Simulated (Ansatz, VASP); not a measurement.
## One calculation of InPd, two programs

```
CELL_PARAMETERS angstrom
3.26812 0.00000 0.00000
0.00000 3.26812 0.00000
0.00000 0.00000 3.26812
ATOMIC_POSITIONS crystal
In 0.50000 0.50000 0.50000
Pd 0.00000 0.00000 0.00000
```

Alike in both runs: functional r2SCAN; k mesh 6 × 6 × 6; occupations gaussian, width 0.1 eV; no spin polarisation.

Ansatz relaxed the structure, and its values are those at the end. VASP's run is a single point on that final structure, the one shown.

|  | VASP | Ansatz |
| --- | --- | --- |
| version | VASP 6.6.1 | Ansatz 0.2.0 |
| potentials or method | VASP PAW PBE potentials, release 64 (In_d, Pd), cutoff 520 eV | scalar-relativistic, plane waves, PAW |
| valence electrons in the cell | 23 | 31 |

|  | VASP | Ansatz | Ansatz less VASP |
| --- | --- | --- | --- |
| gap on the k mesh at the Fermi level (eV) | none | none | - |
| pressure (GPa) | 0.6 | 0.1 | -0.56 |

VASP's potentials were made for PBE, not for r2SCAN. A gap of «none» marks a metal or a gap that the smearing closes. VASP's potentials hold 23 valence electrons a cell and Ansatz's 31, so a difference there can come from the potentials and not from the codes.
